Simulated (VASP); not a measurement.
# RbGeN (Cmcm) in VASP: further runs

The runs below take RbGeN through single point, with PBE.

Everything below comes from runs of VASP 6.6.1. Logs are shortened: lines on timing, memory, paths and dates and some standing lists are left out, and cuts for length are marked.

**1. The cell of the first run**

The structure is orthorhombic, space group Cmcm (No. 63). The conventional cell has a = 2.988 Å, b = 13.918 Å, c = 5.736 Å, α = 90.00°, β = 90.00°, γ = 90.00°. Rb (site symmetry m2m) has 6 Rb at 2.99 to 3.95 Å and 11 Ge at 3.10 to 4.43 Å and 4 N at 3.13 Å within 4.5 Å. Within 3.1 Å of Ge (site symmetry m2m) lie 4 N at 2.20 Å and 2 Ge at 2.99 Å and 1 Rb at 3.10 Å. Within 3.0 Å of N (site symmetry 2/m) lie 4 Ge at 2.20 Å and 4 N at 2.87 to 2.99 Å.

The cell was generated, and may not be a known phase.

**2. Single point, PBE**

File INCAR:

```
ALGO = Normal ; EDIFF = 1E-6
ENCUT = 520 ; GGA = PE
ISIF = 2 ; ISMEAR = 0
LASPH = True ; LCHARG = False
LREAL = False ; LWAVE = False
NBANDS = 37 ; NELM = 100
PREC = Accurate ; SIGMA = 0.1
```

File KPOINTS:

```
k-points
0
Gamma
  12 12 8
```

File POSCAR:

```
RbGeN
1.0
    1.4937840254     -6.9590882873      0.0000000000
    1.4937840254      6.9590882873      0.0000000000
    0.0000000000      0.0000000000      5.7356726269
Rb Ge N
2 2 2
Direct
    0.3317882283      0.6682117717      0.2500000000
    0.6682117717      0.3317882283      0.7500000000
    0.4458220952      0.5541779048      0.7500000000
    0.5541779048      0.4458220952      0.2500000000
    0.0000000000      0.0000000000      0.5000000000
    0.0000000000      0.0000000000      0.0000000000
```

Potentials or basis: VASP PAW PBE potentials, release 64 (Rb_sv, Ge_d, N).

The run is started by

```console
$ cat potpaw_PBE.64/Rb_sv/POTCAR potpaw_PBE.64/Ge_d/POTCAR potpaw_PBE.64/N/POTCAR > POTCAR
$ mpirun -np 1 vasp_std > vasp.out
```

OUTCAR:

```text
EDIFF = 1E-6
   ENCUT = 520
   GGA = PE
   ISIF = 2
   ISMEAR = 0
   LASPH = True
   LREAL = False
   NELM = 100
   PREC = Accurate

 ion  position               nearest neighbor table
   1  0.332  0.668  0.250-   4 3.10   6 3.13   5 3.13   5 3.13   6 3.13   3 3.28   3 3.28   2 3.95
                             2 3.95   2 3.95   2 3.95   4 4.14   4 4.14   4 4.30   4 4.30   2 5.49
   2  0.668  0.332  0.750-   3 3.10   6 3.13   5 3.13   5 3.13   6 3.13   4 3.28   4 3.28   1 3.95
                             1 3.95   1 3.95   1 3.95   3 4.14   3 4.14   3 4.30   3 4.30   1 5.49
   3  0.446  0.554  0.750-   5 2.20   6 2.20   5 2.20   6 2.20   2 3.10   1 3.28   1 3.28   2 4.14
                             2 4.14   2 4.30   2 4.30
   4  0.554  0.446  0.250-   5 2.20   6 2.20   5 2.20   6 2.20   1 3.10   2 3.28   2 3.28   1 4.14
                             1 4.14   1 4.30   1 4.30
   5  0.000  0.000  0.500-   4 2.20   3 2.20   4 2.20   3 2.20   2 3.13   1 3.13   1 3.13   2 3.13

   6  0.000  0.000  0.000-   4 2.20   3 2.20   4 2.20   3 2.20   2 3.13   1 3.13   1 3.13   2 3.13

  LATTYP: Found a base centered orthorhombic cell.
 ALAT       =     2.9875680508
 B/A-ratio  =     4.6586977561
 C/A-ratio  =     1.9198466878

  Lattice vectors:

 A1 = (   1.4937840254,  -6.9590882873,   0.0000000000)
 A2 = (   1.4937840254,   6.9590882873,   0.0000000000)
 A3 = (   0.0000000000,   0.0000000000,   5.7356726269)

Analysis of symmetry for initial positions (statically):
=====================================================================
 Subroutine PRICEL returns:
 Original cell was already a primitive cell.

 Routine SETGRP: Setting up the symmetry group for a
 base centered orthorhombic supercell.

 Subroutine GETGRP returns: Found  8 space group operations
 (whereof  4 operations were pure point group operations)
 out of a pool of  8 trial point group operations.

The static configuration has the point symmetry C_2h.
 The point group associated with its full space group is D_2h.

Analysis of symmetry for dynamics (positions and initial velocities):
=====================================================================
 Subroutine PRICEL returns:
 Original cell was already a primitive cell.

 Routine SETGRP: Setting up the symmetry group for a
 base centered orthorhombic supercell.

 Subroutine GETGRP returns: Found  8 space group operations
 (whereof  4 operations were pure point group operations)
 out of a pool of  8 trial point group operations.

The dynamic configuration has the point symmetry C_2h.
 The point group associated with its full space group is D_2h.

 Subroutine INISYM returns: Found  8 space group operations
 (whereof  4 operations are pure point group operations),
 and found     1 'primitive' translations

----------------------------------------------------------------------------------------

                                     Primitive cell

  volume of cell :     119.2489

  direct lattice vectors                    reciprocal lattice vectors
     1.493784025 -6.959088287  0.000000000     0.334720409 -0.071848492  0.000000000
     1.493784025  6.959088287  0.000000000     0.334720409  0.071848492  0.000000000
     0.000000000  0.000000000  5.735672627     0.000000000  0.000000000  0.174347468

  length of vectors
     7.117604970  7.117604970  5.735672627     0.342344794  0.342344794  0.174347468

  position of ions in fractional coordinates (direct lattice)
     0.331788228  0.668211772  0.250000000
     0.668211772  0.331788228  0.750000000
     0.445822095  0.554177905  0.750000000
     0.554177905  0.445822095  0.250000000
     0.000000000  0.000000000  0.500000000
     0.000000000  0.000000000  0.000000000

  ion indices of the primitive-cell ions
   primitive index   ion index
                 1           1
                 2           2
                 3           3
                 4           4
                 5           5
                 6           6

----------------------------------------------------------------------------------------

 KPOINTS: k-points

Automatic generation of k-mesh.
 Grid dimensions read from file:
 generate k-points for:   12   12    8

 Generating k-lattice:

  Cartesian coordinates                     Fractional coordinates (reciprocal lattice)
     0.027893367 -0.005987374  0.000000000     0.083333333  0.000000000  0.000000000
     0.027893367  0.005987374  0.000000000     0.000000000  0.083333333  0.000000000
     0.000000000  0.000000000  0.021793434     0.000000000  0.000000000  0.125000000

  Length of vectors
     0.028528733  0.028528733  0.021793434

  Shift w.r.t. Gamma in fractional coordinates (k-lattice)
     0.000000000  0.000000000  0.000000000

 Subroutine IBZKPT returns following result:
 ===========================================

 Found    215 irreducible k-points:

 Following reciprocal coordinates:
            Coordinates               Weight
  0.000000  0.000000  0.000000      1.000000
  0.083333  0.000000  0.000000      4.000000
  0.166667  0.000000  0.000000      4.000000
  0.250000  0.000000  0.000000      4.000000
  0.333333  0.000000  0.000000      4.000000
  0.416667  0.000000  0.000000      4.000000
[... 16 lines left out ...]
  0.500000  0.166667  0.000000      4.000000
 -0.416667  0.166667  0.000000      4.000000
 [... further k-points ...]
   k-points           NKPTS =    215   k-points in BZ     NKDIM =    215   number of bands    NBANDS=     37
   number of dos      NEDOS =    301   number of ions     NIONS =      6
   total plane-waves  NPLWV = 139968
   dimension x,y,z NGX =    54 NGY =   54 NGZ =   48
   dimension x,y,z NGXF=   108 NGYF=  108 NGZF=   96
   ions per type =               2   2   2
   NGX,Y,Z   is equivalent  to a cutoff of  12.61, 12.61, 13.91 a.u.
   NGXF,Y,Z  is equivalent  to a cutoff of  25.23, 25.23, 27.83 a.u.
 SYSTEM =  unknown system
   PREC   = accura    normal or accurate (medium, high low for compatibility)
   ISTART =      0    job   : 0-new  1-cont  2-samecut
   ICHARG =      2    charge: 1-file 2-atom 10-const
   ISPIN  =      1    spin polarized calculation?
   LNONCOLLINEAR =      F non collinear calculations
   LSORBIT =      F    spin-orbit coupling
   LASPH  =      T    aspherical Exc in radial PAW
   ENCUT  =  520.0 eV  38.22 Ry    6.18 a.u.  13.23 13.23 10.66*2*pi/ulx,y,z
   NELM   =    100;   NELMIN=  2; NELMDL= -5     # of ELM steps
   EDIFF  = 0.1E-05   stopping-criterion for ELM
   LREAL  =      F    real-space projection
   EDIFFG = 0.1E-04   stopping-criterion for IOM
   NSW    =      0    number of steps for IOM
   IBRION =     -1    ionic relax: 0-MD 1-quasi-New 2-CG
   NFREE  =      0    steps in history (QN), initial steepest desc. (CG)
   ISIF   =      2    stress and relaxation
   ISYM   =      2    0-nonsym 1-usesym 2-fastsym
   POTIM  = 0.5000    time-step for ionic-motion
   TEBEG  =    0.0;   TEEND  =   0.0 temperature during run
   PSTRESS=    0.0 pullay stress
   NELECT =      56.0000    total number of electrons
   NUPDOWN=      -1.0000    fix difference up-down
   EMIN   =  10.00;   EMAX   =-10.00  energy-range for DOS
   EFERMI =   0.00;   METHOD = LEGACY
   ISMEAR =     0;   SIGMA  =   0.10  broadening in eV -4-tet -1-fermi 0-gaus
   EFERMI_NEDOS =   21; number of points for ismear=-14 and -15
   IALGO  =     38    algorithm
   IMIX   =      4    mixing-type and parameters
     AMIX     =   0.40;   BMIX     =  1.00
     AMIX_MAG =   1.60;   BMIX_MAG =  1.00
  volume/ion in A,a.u.               =      19.87       134.12
  Fermi-wavevector in a.u.,A,eV,Ry     =   1.272485  2.404648 22.030799  1.619218
  Thomas-Fermi vector in A             =   2.405361
   LORBIT       =      0    0 simple, 1 ext, 2 COOP (PROOUT), +10 PAW based schemes
   GGA     = PE    functional components
   LHFCALC =     F    Hartree Fock is set to
   AEXX    =    0.0000 exact exchange contribution
   IVDW    =     0    specifies the selected vdW correction
   LEPSILON=     F    determine dielectric tensor
   LRPA    =     F    only Hartree local field effects (RPA)
 non-spin polarized calculation
 Gauss-broadening in eV      SIGMA  =   0.10
  energy-cutoff  :      520.00
  volume of cell :      119.25
 maximum number of plane-waves:      3244
 NGX is ok and might be reduce to    54
   NGX = 27   NGY = 27   NGZ = 21

 number of electron      55.9999993 magnetization

 Free energy of the ion-electron system (eV)
  ---------------------------------------------------
  ext. energy  EPLUGINS =         0.00000000
  ---------------------------------------------------
  free energy    TOTEN  =       -24.78511240 eV

  energy without entropy =      -24.78277064  energy(sigma->0) =      -24.78394152

 E-fermi :   4.3156     XC(G=0):  -9.7055

 val. band max:        4.3084304556   @ k =  -0.4167   0.4167   0.0000
 cond. band min:       4.3160708897   @ k =  -0.1667   0.1667   0.0000
 fundamental gap:      0.0076404340
 Fermi energy:         4.3156234634

 k-point     1 :       0.0000    0.0000    0.0000
  band No.  band energies     occupation
      1     -24.5395      2.00000
      2     -24.4738      2.00000
      3     -20.3175      2.00000
      4     -20.3070      2.00000
      5     -20.2836      2.00000
      6     -20.2655      2.00000
[... 29 lines left out ...]
     36       9.9302      0.00000
     37      10.0793      0.00000

 k-point     2 :       0.0833    0.0000    0.0000
  band No.  band energies     occupation
      1     -24.5075      2.00000
      2     -24.4437      2.00000
      3     -20.3113      2.00000
      4     -20.3005      2.00000
      5     -20.2838      2.00000
      6     -20.2650      2.00000
[... 29 lines left out ...]
     36       9.3934      0.00000
     37       9.8558      0.00000
[... 838 lines left out ...]
     36       8.4916      0.00000
     37       9.7111      0.00000

 k-point    24 :      -0.4167    0.1667    0.0000
  band No.  band energies     occupation
      1     -24.2907      2.00000
      2     -24.2434      2.00000
      3     -20.2972      2.00000
      4     -20.2754      2.00000
      5     -20.2748      2.00000
      6     -20.2626      2.00000
[... 29 lines left out ...]
     36       9.2620      0.00000
     37       9.9436      0.00000

 [... further k-points ...]

------------------------ aborting loop because EDIFF is reached ----------------------------------------

  FORCE on cell =-STRESS in cart. coord.  units (eV):
  Direction    XX          YY          ZZ          XY          YZ          ZX
  --------------------------------------------------------------------------------------
  -------------------------------------------------------------------------------------
  Total        0.1578578      0.1209749      0.1064287      0.0000000      0.0000000      0.0000000
  in kB        2.1209092      1.6253668      1.4299297      0.0000000      0.0000000      0.0000000
  external PRESSURE =       1.7254019 kB  Pullay stress =       0.0000000 kB

 VOLUME and BASIS-vectors are now :
 -----------------------------------------------------------------------------
  energy-cutoff  :      520.00
  volume of cell :      119.25
      direct lattice vectors                 reciprocal lattice vectors
     1.493784025 -6.959088287  0.000000000     0.334720409 -0.071848492  0.000000000
     1.493784025  6.959088287  0.000000000     0.334720409  0.071848492  0.000000000
     0.000000000  0.000000000  5.735672627     0.000000000  0.000000000  0.174347468

 POSITION                                       TOTAL-FORCE (eV/Angst)
 -----------------------------------------------------------------------------------
      1.49378      2.34120      1.43392         0.000000      0.010795      0.000000
      1.49378     -2.34120      4.30175         0.000000     -0.010795     -0.000000
      1.49378      0.75406      4.30175         0.000000      0.020713      0.000000
      1.49378     -0.75406      1.43392         0.000000     -0.020713     -0.000000
      0.00000      0.00000      2.86784         0.000000      0.000000      0.000000
      0.00000      0.00000      0.00000        -0.000000      0.000000      0.000000
 -----------------------------------------------------------------------------------
    total drift:                                0.000000      0.000000      0.000000

  FREE ENERGIE OF THE ION-ELECTRON SYSTEM (eV)
  ---------------------------------------------------
  free  energy   TOTEN  =       -24.7851124017 eV

  energy  without entropy=      -24.7827706403  energy(sigma->0) =      -24.78394152
```

Wall time 18 min (1 thread of Intel Xeon 6975P-C (Granite Rapids), shared host); peak memory 0.93 GiB.

Results:

```yaml
Free_energy: -24.7851 eV
Pressure: 0.2 GPa
Largest_force: 0.021 eV/Å
Band_gap_on_the_k_mesh: zero (bands 28 and 29 overlap by 0.02 eV)
```

Forces on the atoms (eV/Å):
```
Rb   0.000  0.011  0.000
Rb   0.000 -0.011  0.000
Ge   0.000  0.021  0.000
Ge   0.000 -0.021  0.000
N    0.000  0.000  0.000
N    0.000  0.000  0.000
```

Levels at points of the mesh, in eV from the Fermi level:
| k point | band 26 | band 27 | band 28 | band 29 | band 30 | band 31 |
| --- | --- | --- | --- | --- | --- | --- |
| (0.00, 0.00, 0.00) | -0.68 | -0.62 | -0.19 | -0.06 | 2.19 | 2.68 |
| (0.50, 0.00, 0.00) | -1.67 | -0.84 | -0.09 | 0.31 | 1.36 | 2.26 |
| (0.50, 0.50, 0.00) | -0.72 | -0.62 | -0.05 | -0.05 | 2.38 | 2.59 |
| (0.00, 0.00, 0.50) | -1.57 | -1.42 | -1.42 | 1.73 | 1.73 | 2.61 |
| (0.50, 0.00, 0.50) | -2.15 | -1.69 | -1.69 | 1.74 | 1.74 | 1.86 |
| (0.50, 0.50, 0.50) | -1.42 | -1.18 | -1.18 | 0.99 | 0.99 | 2.43 |

(Continued in part 2 of 2.)
